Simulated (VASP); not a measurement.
# NbH2 (Fm-3m) in VASP: notebook

The runs below take NbH2 through single point, with PBEsol.

All numbers are computed with VASP 6.6.1; they aren't measurements. Logs are shortened: lines on timing, memory, paths and dates and some standing lists are left out, and cuts for length are marked.

**1. The cell of the first run**

It takes space group Fm-3m (No. 225, cubic). The conventional cell has a = 4.563 Å, b = 4.563 Å, c = 4.563 Å, α = 90.00°, β = 90.00°, γ = 90.00°. Within 2.6 Å of Nb (site symmetry m-3m) lie 8 H at 1.98 Å. H (site symmetry -43m) has 4 Nb at 1.98 Å and 6 H at 2.28 Å within 2.6 Å.

**2. Single point, PBEsol**

Input file INCAR:

```
SYSTEM = NbH2
  ALGO = Normal
  EDIFF = 1E-7
  ENCUT = 520
  GGA = PS
  ISIF = 2
  ISMEAR = 1
  LASPH = .TRUE.
  LCHARG = .FALSE.
  LREAL = .FALSE.
  LWAVE = .FALSE.
  NBANDS = 14
  NELM = 80
  PREC = Accurate
  SIGMA = 0.1
```

Input file KPOINTS:

```
k-points
0
G
  11 11 11
  0 0 0
```

Input file POSCAR:

```
NbH2
1.0
    0.0000000000      2.2815000000      2.2815000000
    2.2815000000      0.0000000000      2.2815000000
    2.2815000000      2.2815000000      0.0000000000
Nb H
1 2
Direct
    0.0000000000      0.0000000000      0.0000000000
    0.2500000000      0.2500000000      0.2500000000
    0.7500000000      0.7500000000      0.7500000000
```

Potentials or basis: VASP PAW PBE potentials, release 64 (Nb_sv, H).

Run with:

```bash
cat potpaw_PBE.64/Nb_sv/POTCAR potpaw_PBE.64/H/POTCAR > POTCAR
mpirun -np 1 vasp_std > vasp.out
```

OUTCAR:

```text
SYSTEM = NbH2
   EDIFF = 1E-7
   ENCUT = 520
   GGA = PS
   ISIF = 2
   ISMEAR = 1
   LASPH = .TRUE.
   LREAL = .FALSE.
   NELM = 80
   PREC = Accurate

 ion  position               nearest neighbor table
   1  0.000  0.000  0.000-
   2  0.250  0.250  0.250-
   3  0.750  0.750  0.750-

  LATTYP: Found a face centered cubic cell.
 ALAT       =     4.5630000000

  Lattice vectors:

 A1 = (   0.0000000000,   2.2815000000,   2.2815000000)
 A2 = (   2.2815000000,   0.0000000000,   2.2815000000)
 A3 = (   2.2815000000,   2.2815000000,   0.0000000000)

Analysis of symmetry for initial positions (statically):
=====================================================================
 Subroutine PRICEL returns:
 Original cell was already a primitive cell.

 Routine SETGRP: Setting up the symmetry group for a
 face centered cubic supercell.

 Subroutine GETGRP returns: Found 48 space group operations
 (whereof 48 operations were pure point group operations)
 out of a pool of 48 trial point group operations.

The static configuration has the point symmetry O_h .

Analysis of symmetry for dynamics (positions and initial velocities):
=====================================================================
 Subroutine PRICEL returns:
 Original cell was already a primitive cell.

 Routine SETGRP: Setting up the symmetry group for a
 face centered cubic supercell.

 Subroutine GETGRP returns: Found 48 space group operations
 (whereof 48 operations were pure point group operations)
 out of a pool of 48 trial point group operations.

The dynamic configuration has the point symmetry O_h .

 Subroutine INISYM returns: Found 48 space group operations
 (whereof 48 operations are pure point group operations),
 and found     1 'primitive' translations

----------------------------------------------------------------------------------------

                                     Primitive cell

  volume of cell :      23.7515

  direct lattice vectors                    reciprocal lattice vectors
     0.000000000  2.281500000  2.281500000    -0.219154065  0.219154065  0.219154065
     2.281500000  0.000000000  2.281500000     0.219154065 -0.219154065  0.219154065
     2.281500000  2.281500000  0.000000000     0.219154065  0.219154065 -0.219154065

  length of vectors
     3.226528243  3.226528243  3.226528243     0.379585976  0.379585976  0.379585976

  position of ions in fractional coordinates (direct lattice)
     0.000000000  0.000000000  0.000000000
     0.250000000  0.250000000  0.250000000
     0.750000000  0.750000000  0.750000000

  ion indices of the primitive-cell ions
   primitive index   ion index
                 1           1
                 2           2
                 3           3

----------------------------------------------------------------------------------------

 KPOINTS: k-points

Automatic generation of k-mesh.
 Grid dimensions read from file:
 generate k-points for:   11   11   11

 Generating k-lattice:

  Cartesian coordinates                     Fractional coordinates (reciprocal lattice)
    -0.019923097  0.019923097  0.019923097     0.090909091  0.000000000  0.000000000
     0.019923097 -0.019923097  0.019923097     0.000000000  0.090909091  0.000000000
     0.019923097  0.019923097 -0.019923097     0.000000000  0.000000000  0.090909091

  Length of vectors
     0.034507816  0.034507816  0.034507816

  Shift w.r.t. Gamma in fractional coordinates (k-lattice)
     0.000000000  0.000000000  0.000000000

 Subroutine IBZKPT returns following result:
 ===========================================

 Found     56 irreducible k-points:

 Following reciprocal coordinates:
            Coordinates               Weight
  0.000000  0.000000  0.000000      1.000000
  0.090909  0.000000  0.000000      8.000000
  0.181818  0.000000  0.000000      8.000000
  0.272727  0.000000  0.000000      8.000000
  0.363636  0.000000  0.000000      8.000000
  0.454545  0.000000  0.000000      8.000000
[... 16 lines left out ...]
 -0.272727  0.181818  0.000000     24.000000
 -0.181818  0.181818  0.000000     12.000000
 [... further k-points ...]
   k-points           NKPTS =     56   k-points in BZ     NKDIM =     56   number of bands    NBANDS=     14
   number of dos      NEDOS =    301   number of ions     NIONS =      3
   total plane-waves  NPLWV =  13824
   dimension x,y,z NGX =    24 NGY =   24 NGZ =   24
   dimension x,y,z NGXF=    48 NGYF=   48 NGZF=   48
   ions per type =               1   2
   NGX,Y,Z   is equivalent  to a cutoff of  12.37, 12.37, 12.37 a.u.
   NGXF,Y,Z  is equivalent  to a cutoff of  24.73, 24.73, 24.73 a.u.
 SYSTEM =  NbH2
   PREC   = accura    normal or accurate (medium, high low for compatibility)
   ISTART =      0    job   : 0-new  1-cont  2-samecut
   ICHARG =      2    charge: 1-file 2-atom 10-const
   ISPIN  =      1    spin polarized calculation?
   LNONCOLLINEAR =      F non collinear calculations
   LSORBIT =      F    spin-orbit coupling
   LASPH  =      T    aspherical Exc in radial PAW
   ENCUT  =  520.0 eV  38.22 Ry    6.18 a.u.   6.00  6.00  6.00*2*pi/ulx,y,z
   NELM   =     80;   NELMIN=  2; NELMDL= -5     # of ELM steps
   EDIFF  = 0.1E-06   stopping-criterion for ELM
   LREAL  =      F    real-space projection
   EDIFFG = 0.1E-05   stopping-criterion for IOM
   NSW    =      0    number of steps for IOM
   IBRION =     -1    ionic relax: 0-MD 1-quasi-New 2-CG
   NFREE  =      0    steps in history (QN), initial steepest desc. (CG)
   ISIF   =      2    stress and relaxation
   ISYM   =      2    0-nonsym 1-usesym 2-fastsym
   POTIM  = 0.5000    time-step for ionic-motion
   TEBEG  =    0.0;   TEEND  =   0.0 temperature during run
   PSTRESS=    0.0 pullay stress
   NELECT =      15.0000    total number of electrons
   NUPDOWN=      -1.0000    fix difference up-down
   EMIN   =  10.00;   EMAX   =-10.00  energy-range for DOS
   EFERMI =   0.00;   METHOD = LEGACY
   ISMEAR =     1;   SIGMA  =   0.10  broadening in eV -4-tet -1-fermi 0-gaus
   EFERMI_NEDOS =   21; number of points for ismear=-14 and -15
   IALGO  =     38    algorithm
   IMIX   =      4    mixing-type and parameters
     AMIX     =   0.40;   BMIX     =  1.00
     AMIX_MAG =   1.60;   BMIX_MAG =  1.00
  volume/ion in A,a.u.               =       7.92        53.43
  Fermi-wavevector in a.u.,A,eV,Ry     =   1.404564  2.654241 26.841563  1.972799
  Thomas-Fermi vector in A             =   2.527113
   LORBIT       =      0    0 simple, 1 ext, 2 COOP (PROOUT), +10 PAW based schemes
   GGA     = PS    functional components
   LHFCALC =     F    Hartree Fock is set to
   AEXX    =    0.0000 exact exchange contribution
   IVDW    =     0    specifies the selected vdW correction
   LEPSILON=     F    determine dielectric tensor
   LRPA    =     F    only Hartree local field effects (RPA)
 non-spin polarized calculation
 Methfessel and Paxton  Order N= 1 SIGMA  =   0.10
  energy-cutoff  :      520.00
  volume of cell :       23.75
 maximum number of plane-waves:       652
   NGX = 11   NGY = 11   NGZ = 11

 number of electron      15.0000000 magnetization

 Free energy of the ion-electron system (eV)
  ---------------------------------------------------
  ext. energy  EPLUGINS =         0.00000000
  ---------------------------------------------------
  free energy    TOTEN  =       -18.49044880 eV

  energy without entropy =      -18.48951675  energy(sigma->0) =      -18.49013812

 E-fermi :   9.8864     XC(G=0): -12.1634

 val. band max:        9.8116217462   @ k =  -0.3636   0.2727   0.0909
 cond. band min:       9.8898881740   @ k =  -0.2727   0.2727   0.0909
 fundamental gap:      0.0782664277
 Fermi energy:         9.8863604391

 k-point     1 :       0.0000    0.0000    0.0000
  band No.  band energies     occupation
      1     -45.4734      2.00000
      2     -21.2689      2.00000
      3     -21.2689      2.00000
      4     -21.2689      2.00000
      5      -0.8375      2.00000
      6       8.4784      2.00000
      7       8.4784      2.00000
      8       8.4784      2.00000
      9       8.7782      2.00000
     10      11.1072     -0.00000
     11      11.1072     -0.00000
     12      22.1402      0.00000
     13      23.1582      0.00000
     14      23.1582      0.00000

 k-point     2 :       0.0909    0.0000    0.0000
  band No.  band energies     occupation
      1     -45.4667      2.00000
      2     -21.3264      2.00000
      3     -21.2759      2.00000
      4     -21.2759      2.00000
      5      -0.6128      2.00000
      6       6.8850      2.00000
      7       8.5912      2.00000
      8       8.5912      2.00000
      9      10.6468     -0.00000
     10      11.0152     -0.00000
     11      11.0152     -0.00000
     12      20.5123      0.00000
     13      23.6026      0.00000
     14      23.6026      0.00000

 k-point     3 :       0.1818    0.0000    0.0000
  band No.  band energies     occupation
      1     -45.4486      2.00000
      2     -21.4780      2.00000
      3     -21.2945      2.00000
      4     -21.2945      2.00000
      5      -0.0021      2.00000
      6       5.5381      2.00000
      7       8.8271      2.00000
      8       8.8271      2.00000
      9      10.9072     -0.00000
     10      10.9072     -0.00000
     11      12.7340      0.00000
     12      18.9484      0.00000
     13      24.3841      0.00000
     14      24.8183      0.00000
[... 324 lines left out ...]
 k-point    23 :      -0.2727    0.1818    0.0000
  band No.  band energies     occupation
      1     -45.3965      2.00000
      2     -21.7651      2.00000
      3     -21.4863      2.00000
      4     -21.3411      2.00000
      5       1.8635      2.00000
      6       3.9674      2.00000
      7       8.1946      2.00000
      8       9.5600      2.00004
      9      10.5536     -0.00000
     10      12.8577      0.00000
     11      16.2658      0.00000
     12      18.3114      0.00000
     13      18.6732      0.00000
     14      22.6629      0.00000

 k-point    24 :      -0.1818    0.1818    0.0000
  band No.  band energies     occupation
      1     -45.4167      2.00000
      2     -21.6537      2.00000
      3     -21.4242      2.00000
      4     -21.3132      2.00000
      5       1.1628      2.00000
      6       4.2908      2.00000
      7       8.6085      2.00000
      8       9.5767      2.00011
      9      10.0346     -0.05683
     10      12.0424      0.00000
     11      15.3396      0.00000
     12      18.5123      0.00000
     13      20.6359      0.00000
     14      22.8690      0.00000

 [... further k-points ...]
[... 5 lines left out ...]
  --------------------------------------------------------------------------------------
  -------------------------------------------------------------------------------------
  Total       -0.8650610     -0.8650610     -0.8650610      0.0000000      0.0000000      0.0000000
  in kB      -58.3533620    -58.3533620    -58.3533620      0.0000000      0.0000000      0.0000000
  external PRESSURE =     -58.3533620 kB  Pullay stress =       0.0000000 kB

 VOLUME and BASIS-vectors are now :
 -----------------------------------------------------------------------------
  energy-cutoff  :      520.00
  volume of cell :       23.75
      direct lattice vectors                 reciprocal lattice vectors
     0.000000000  2.281500000  2.281500000    -0.219154065  0.219154065  0.219154065
     2.281500000  0.000000000  2.281500000     0.219154065 -0.219154065  0.219154065
     2.281500000  2.281500000  0.000000000     0.219154065  0.219154065 -0.219154065

 POSITION                                       TOTAL-FORCE (eV/Angst)
 -----------------------------------------------------------------------------------
      0.00000      0.00000      0.00000        -0.000000     -0.000000      0.000000
      1.14075      1.14075      1.14075        -0.000000     -0.000000      0.000000
      3.42225      3.42225      3.42225         0.000000      0.000000     -0.000000
 -----------------------------------------------------------------------------------
    total drift:                               -0.000000      0.000000      0.000000

  FREE ENERGIE OF THE ION-ELECTRON SYSTEM (eV)
  ---------------------------------------------------
  free  energy   TOTEN  =       -18.4904488042 eV

  energy  without entropy=      -18.4895167547  energy(sigma->0) =      -18.49013812
```

It took 6.6 s on 1 thread of Intel Xeon 6975P-C (Granite Rapids), shared host; peak memory 0.14 GiB.

What came out:

```
Free energy : -18.4904 eV
Pressure    : -5.8 GPa
```

Levels at points of the mesh, in eV from the Fermi level:
```csv
k point,band 5,band 6,band 7,band 8,band 9,band 10,band 11,band 12
"(0.00, 0.00, 0.00)",-10.72,-1.41,-1.41,-1.41,-1.11,1.22,1.22,12.25
```

Caveat: the PAW data sets were made with another functional, which shifts forces and pressure a little.

(Continued in part 2 of 2.)
